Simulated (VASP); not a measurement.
# HfN (P6_3/mmc) in VASP: settings compared

HfN is run at these levels: PBEsol, BLYP, r2SCAN; tasks: single point.

All numbers are computed with VASP 6.6.1; they aren't measurements. Logs are shortened: lines on timing, memory, paths and dates and some standing lists are left out, and cuts for length are marked.

## (1) The cell of the first run

Symmetry: P6_3/mmc, No. 194, hexagonal system. Conventional cell: a = 3.134 Å, b = 3.134 Å, c = 5.417 Å, α = 90.00°, β = 90.00°, γ = 120.00°. Within 3.0 Å of Hf (site symmetry -6m2) lie 6 N at 2.26 Å. Within 3.0 Å of N (site symmetry -3m) lie 6 Hf at 2.26 Å and 2 N at 2.71 Å.

## (2) Single point, PBEsol

File INCAR:

```
SYSTEM = HfN
PREC     = Accurate       ! precision mode
ENCUT    = 520            ! plane-wave cutoff, eV
EDIFF    = 1E-6           ! SCF threshold, eV
ISMEAR   = 1              ! smearing method
SIGMA    = 0.05           ! smearing width, eV
LREAL    = .FALSE.        ! projectors in reciprocal space
LASPH    = .TRUE.         ! aspherical terms in the spheres
NELM     = 80             ! most SCF steps
ALGO     = Normal         ! electronic algorithm
ISIF     = 2              ! what is computed and relaxed
LWAVE    = .FALSE.        ! write WAVECAR
LCHARG   = .TRUE.         ! write CHGCAR
GGA      = PS             ! functional
LELF     = .TRUE.         ! ELF
LVHAR    = .TRUE.       
NBANDS   = 23             ! bands
```

File KPOINTS:

```
Automatic mesh
0
G
  8 8 4
  0 0 0
```

File POSCAR:

```
HfN
1.0
    3.1339080000      0.0000000000      0.0000000000
   -1.5669540000      2.7140440000      0.0000000000
    0.0000000000      0.0000000000      5.4167680000
Hf N
2 2
Direct
    0.6666666667      0.3333333333      0.7500000000
    0.3333333333      0.6666666667      0.2500000000
    0.0000000000      0.0000000000      0.0000000000
    0.0000000000      0.0000000000      0.5000000000
```

Potentials or basis: VASP PAW PBE potentials, release 64 (Hf_pv, N).

Run with:

```console
$ cat potpaw_PBE.64/Hf_pv/POTCAR potpaw_PBE.64/N/POTCAR > POTCAR
$ mpirun -np 1 vasp_std > vasp.out
```

OUTCAR:

```text
SYSTEM = HfN
   PREC = Accurate
   ENCUT = 520
   EDIFF = 1E-6
   ISMEAR = 1
   LREAL = .FALSE.
   LASPH = .TRUE.
   NELM = 80
   ISIF = 2
   GGA = PS

 ion  position               nearest neighbor table
   1  0.667  0.333  0.750-   3 2.26   4 2.26   3 2.26   4 2.26   3 2.26   4 2.26   2 3.26   2 3.26
                             2 3.26   2 3.26   2 3.26   2 3.26
   2  0.333  0.667  0.250-   3 2.26   4 2.26   3 2.26   4 2.26   3 2.26   4 2.26   1 3.26   1 3.26
                             1 3.26   1 3.26   1 3.26   1 3.26
   3  0.000  0.000  0.000-   1 2.26   2 2.26   1 2.26   2 2.26   1 2.26   2 2.26
   4  0.000  0.000  0.500-   1 2.26   2 2.26   1 2.26   2 2.26   1 2.26   2 2.26

  LATTYP: Found a hexagonal cell.
 ALAT       =     3.1339080000
 C/A-ratio  =     1.7284387417

  Lattice vectors:

 A1 = (   3.1339080000,   0.0000000000,   0.0000000000)
 A2 = (  -1.5669540000,   2.7140440000,   0.0000000000)
 A3 = (   0.0000000000,   0.0000000000,   5.4167680000)

Analysis of symmetry for initial positions (statically):
=====================================================================
 Subroutine PRICEL returns:
 Original cell was already a primitive cell.

 Routine SETGRP: Setting up the symmetry group for a
 hexagonal supercell.

 Subroutine GETGRP returns: Found 24 space group operations
 (whereof 12 operations were pure point group operations)
 out of a pool of 24 trial point group operations.

The static configuration has the point symmetry D_3d.
 The point group associated with its full space group is D_6h.

Analysis of symmetry for dynamics (positions and initial velocities):
=====================================================================
 Subroutine PRICEL returns:
 Original cell was already a primitive cell.

 Routine SETGRP: Setting up the symmetry group for a
 hexagonal supercell.

 Subroutine GETGRP returns: Found 24 space group operations
 (whereof 12 operations were pure point group operations)
 out of a pool of 24 trial point group operations.

The dynamic configuration has the point symmetry D_3d.
 The point group associated with its full space group is D_6h.

 Subroutine INISYM returns: Found 24 space group operations
 (whereof 12 operations are pure point group operations),
 and found     1 'primitive' translations

----------------------------------------------------------------------------------------

                                     Primitive cell

  volume of cell :      46.0727

  direct lattice vectors                    reciprocal lattice vectors
     3.133908000  0.000000000  0.000000000     0.319090414  0.184226932  0.000000000
    -1.566954000  2.714044000  0.000000000     0.000000000  0.368453864  0.000000000
     0.000000000  0.000000000  5.416768000     0.000000000  0.000000000  0.184611931

  length of vectors
     3.133908000  3.133908051  5.416768000     0.368453870  0.368453864  0.184611931

  position of ions in fractional coordinates (direct lattice)
     0.666666667  0.333333333  0.750000000
     0.333333333  0.666666667  0.250000000
     0.000000000  0.000000000  0.000000000
     0.000000000  0.000000000  0.500000000

  ion indices of the primitive-cell ions
   primitive index   ion index
                 1           1
                 2           2
                 3           3
                 4           4

----------------------------------------------------------------------------------------

 KPOINTS: Automatic mesh

Automatic generation of k-mesh.
 Grid dimensions read from file:
 generate k-points for:    8    8    4

 Generating k-lattice:

  Cartesian coordinates                     Fractional coordinates (reciprocal lattice)
     0.039886302  0.023028367  0.000000000     0.125000000 -0.000000000  0.000000000
     0.000000000  0.046056733  0.000000000     0.000000000  0.125000000  0.000000000
     0.000000000  0.000000000  0.046152983     0.000000000  0.000000000  0.250000000

  Length of vectors
     0.046056734  0.046056733  0.046152983

  Shift w.r.t. Gamma in fractional coordinates (k-lattice)
     0.000000000  0.000000000  0.000000000

 Subroutine IBZKPT returns following result:
 ===========================================

 Found     30 irreducible k-points:

 Following reciprocal coordinates:
            Coordinates               Weight
  0.000000  0.000000  0.000000      1.000000
  0.125000  0.000000  0.000000      6.000000
  0.250000  0.000000  0.000000      6.000000
  0.375000  0.000000  0.000000      6.000000
  0.500000  0.000000  0.000000      3.000000
  0.125000  0.125000  0.000000      6.000000
[... 16 lines left out ...]
  0.250000  0.000000  0.500000      6.000000
  0.375000  0.000000  0.500000      6.000000
 [... further k-points ...]
   k-points           NKPTS =     30   k-points in BZ     NKDIM =     30   number of bands    NBANDS=     23
   number of dos      NEDOS =    301   number of ions     NIONS =      4
   total plane-waves  NPLWV =  23040
   dimension x,y,z NGX =    24 NGY =   24 NGZ =   40
   dimension x,y,z NGXF=    48 NGYF=   48 NGZF=   80
   ions per type =               2   2
   NGX,Y,Z   is equivalent  to a cutoff of  12.73, 12.73, 12.28 a.u.
   NGXF,Y,Z  is equivalent  to a cutoff of  25.46, 25.46, 24.55 a.u.
 SYSTEM =  HfN
   PREC   = accura    normal or accurate (medium, high low for compatibility)
   ISTART =      0    job   : 0-new  1-cont  2-samecut
   ICHARG =      2    charge: 1-file 2-atom 10-const
   ISPIN  =      1    spin polarized calculation?
   LNONCOLLINEAR =      F non collinear calculations
   LSORBIT =      F    spin-orbit coupling
   LASPH  =      T    aspherical Exc in radial PAW
   ENCUT  =  520.0 eV  38.22 Ry    6.18 a.u.   5.83  5.83 10.07*2*pi/ulx,y,z
   NELM   =     80;   NELMIN=  2; NELMDL= -5     # of ELM steps
   EDIFF  = 0.1E-05   stopping-criterion for ELM
   LREAL  =      F    real-space projection
   EDIFFG = 0.1E-04   stopping-criterion for IOM
   NSW    =      0    number of steps for IOM
   IBRION =     -1    ionic relax: 0-MD 1-quasi-New 2-CG
   NFREE  =      0    steps in history (QN), initial steepest desc. (CG)
   ISIF   =      2    stress and relaxation
   ISYM   =      2    0-nonsym 1-usesym 2-fastsym
   POTIM  = 0.5000    time-step for ionic-motion
   TEBEG  =    0.0;   TEEND  =   0.0 temperature during run
   PSTRESS=    0.0 pullay stress
   NELECT =      30.0000    total number of electrons
   NUPDOWN=      -1.0000    fix difference up-down
   EMIN   =  10.00;   EMAX   =-10.00  energy-range for DOS
   EFERMI =   0.00;   METHOD = LEGACY
   ISMEAR =     1;   SIGMA  =   0.05  broadening in eV -4-tet -1-fermi 0-gaus
   EFERMI_NEDOS =   21; number of points for ismear=-14 and -15
   IALGO  =     38    algorithm
   IMIX   =      4    mixing-type and parameters
     AMIX     =   0.40;   BMIX     =  1.00
     AMIX_MAG =   1.60;   BMIX_MAG =  1.00
  volume/ion in A,a.u.               =      11.52        77.73
  Fermi-wavevector in a.u.,A,eV,Ry     =   1.418951  2.681429 27.394277  2.013423
  Thomas-Fermi vector in A             =   2.540023
   LORBIT       =      0    0 simple, 1 ext, 2 COOP (PROOUT), +10 PAW based schemes
   GGA     = PS    functional components
   LHFCALC =     F    Hartree Fock is set to
   AEXX    =    0.0000 exact exchange contribution
   IVDW    =     0    specifies the selected vdW correction
   LEPSILON=     F    determine dielectric tensor
   LRPA    =     F    only Hartree local field effects (RPA)
 non-spin polarized calculation
 Methfessel and Paxton  Order N= 1 SIGMA  =   0.05
  energy-cutoff  :      520.00
  volume of cell :       46.07
 maximum number of plane-waves:      1275
 NGX is ok and might be reduce to    24
   NGX = 11   NGY = 11   NGZ = 21

 number of electron      30.0000001 magnetization

 Free energy of the ion-electron system (eV)
  ---------------------------------------------------
  ext. energy  EPLUGINS =         0.00000000
  ---------------------------------------------------
  free energy    TOTEN  =       -45.82494856 eV

  energy without entropy =      -45.82349151  energy(sigma->0) =      -45.82446288

 E-fermi :   7.5846     XC(G=0): -12.9046

 val. band max:        7.5628762522   @ k =   0.3750   0.1250   0.5000
 cond. band min:       7.5944797434   @ k =   0.1250   0.0000   0.0000
 fundamental gap:      0.0316034912
 Fermi energy:         7.5846108132

 k-point     1 :       0.0000    0.0000    0.0000
  band No.  band energies     occupation
      1     -23.8869      2.00000
      2     -23.0164      2.00000
      3     -22.9181      2.00000
      4     -22.9181      2.00000
      5     -22.8565      2.00000
      6     -22.8565      2.00000
[... 15 lines left out ...]
     22      13.3993      0.00000
     23      13.3994      0.00000

 k-point     2 :       0.1250    0.0000    0.0000
  band No.  band energies     occupation
      1     -23.8314      2.00000
      2     -23.0518      2.00000
      3     -23.0218      2.00000
      4     -22.9823      2.00000
      5     -22.9584      2.00000
      6     -22.8701      2.00000
[... 15 lines left out ...]
     22      12.8572      0.00000
     23      13.3471      0.00000

 k-point     3 :       0.2500    0.0000    0.0000
  band No.  band energies     occupation
      1     -23.6851      2.00000
      2     -23.3773      2.00000
      3     -23.2563      2.00000
      4     -23.0453      2.00000
      5     -23.0446      2.00000
      6     -22.9127      2.00000
[... 15 lines left out ...]
     22      12.9050      0.00000
     23      13.1336      0.00000
[... 495 lines left out ...]
 k-point    23 :       0.2500    0.0000    0.5000
  band No.  band energies     occupation
      1     -23.5137      2.00000
      2     -23.5137      2.00000
      3     -23.1732      2.00000
      4     -23.1732      2.00000
      5     -22.9791      2.00000
      6     -22.9791      2.00000
[... 15 lines left out ...]
     22      12.8801      0.00000
     23      14.1207      0.00000

 k-point    24 :       0.3750    0.0000    0.5000
  band No.  band energies     occupation
      1     -23.6996      2.00000
      2     -23.6996      2.00000
      3     -23.1994      2.00000
      4     -23.1994      2.00000
      5     -23.0429      2.00000
      6     -23.0429      2.00000
[... 15 lines left out ...]
     22      13.2377      0.00000
     23      14.9900      0.00000

 [... further k-points ...]

------------------------ aborting loop because EDIFF is reached ----------------------------------------

  FORCE on cell =-STRESS in cart. coord.  units (eV):
  Direction    XX          YY          ZZ          XY          YZ          ZX
  --------------------------------------------------------------------------------------
  -------------------------------------------------------------------------------------
  Total       -1.1243683     -1.1243684     -1.2715154      0.0000000     -0.0000000      0.0000000
  in kB      -39.0999163    -39.0999180    -44.2169566      0.0000000     -0.0000000      0.0000000
  external PRESSURE =     -40.8055970 kB  Pullay stress =       0.0000000 kB

 VOLUME and BASIS-vectors are now :
 -----------------------------------------------------------------------------
  energy-cutoff  :      520.00
  volume of cell :       46.07
      direct lattice vectors                 reciprocal lattice vectors
     3.133908000  0.000000000  0.000000000     0.319090414  0.184226932  0.000000000
    -1.566954000  2.714044000  0.000000000     0.000000000  0.368453864  0.000000000
     0.000000000  0.000000000  5.416768000     0.000000000  0.000000000  0.184611931

 POSITION                                       TOTAL-FORCE (eV/Angst)
 -----------------------------------------------------------------------------------
      1.56695      0.90468      4.06258        -0.000000      0.000000      0.000000
     -0.00000      1.80936      1.35419        -0.000000     -0.000000      0.000000
      0.00000      0.00000      0.00000         0.000000      0.000000      0.000000
      0.00000      0.00000      2.70838         0.000000      0.000000      0.000000
 -----------------------------------------------------------------------------------
    total drift:                               -0.000000      0.000000     -0.000000

  FREE ENERGIE OF THE ION-ELECTRON SYSTEM (eV)
  ---------------------------------------------------
  free  energy   TOTEN  =       -45.8249485619 eV

  energy  without entropy=      -45.8234915093  energy(sigma->0) =      -45.82446288
```

It took 11 s on 1 thread of Intel Xeon 6975P-C, shared host; peak memory 0.18 GiB.

Results:

```
Free energy            : -45.8249 eV
Pressure               : -4.1 GPa
Band gap on the k mesh : zero (band 15 reaches 9.62 eV, above the bottom of band 16 at 7.31 eV)
```

Caveat: the PAW data sets were made with another functional, which shifts forces and pressure a little; spin-orbit coupling is left out, which moves the levels of the heavy elements.

## (3) Single point, BLYP

File INCAR:

```
PREC = Accurate ; ENCUT = 520
EDIFF = 1E-6 ; ISMEAR = 1
SIGMA = 0.05 ; LREAL = F
LASPH = T ; NELM = 60
ALGO = Normal ; ISIF = 2
LWAVE = F ; LCHARG = T
GGA = B5 ; ALDAX = 1.0
AGGAX = 1.0 ; AGGAC = 1.0
ALDAC = 0.0 ; LELF = T
LVHAR = T ; NBANDS = 23
```

File KPOINTS:

```
Automatic mesh
0
Gamma
  8 8 4
```

POSCAR is that of step 2.

Potentials or basis: VASP PAW PBE potentials, release 64 (Hf_pv, N).

Run with:

```console
$ cat potpaw_PBE.64/Hf_pv/POTCAR potpaw_PBE.64/N/POTCAR > POTCAR
$ mpirun -np 1 vasp_std > vasp.out
```

Run time: 19 s. Hardware: 1 thread of Intel Xeon 6975P-C, shared host; peak memory 0.17 GiB.

The run converged. Its results:

```
Free energy            : -39.8056 eV
Pressure               : 13.6 GPa
Band gap on the k mesh : zero (band 15 reaches 10.26 eV, above the bottom of band 16 at 8.03 eV)
```

Stress tensor (GPa, compression positive):
```
13.12  0.00  0.00
 0.00 13.12  0.00
 0.00  0.00 14.63
```

Levels at points of the mesh, in eV from the Fermi level:
```tsv
k point	band 11	band 12	band 13	band 14	band 15	band 16	band 17	band 18	band 19	band 20
(0.00, 0.00, 0.00)	-4.60	-3.49	-3.49	-1.63	-0.43	0.86	0.86	1.42	1.99	1.99
(0.50, 0.00, 0.00)	-5.54	-5.34	-3.13	-2.54	-2.33	2.56	2.97	4.49	4.68	5.55
(0.00, 0.00, 0.50)	-4.26	-4.26	-4.26	-4.26	1.95	1.95	2.98	2.98	2.98	2.98
(0.50, 0.00, 0.50)	-5.28	-5.28	-4.34	-4.34	-0.05	-0.05	4.79	4.79	4.83	4.83
```

Caveat: the PAW data sets were made with another functional, which shifts forces and pressure a little; spin-orbit coupling is left out, which moves the levels of the heavy elements.

(Part 1 of 2 ends here.)
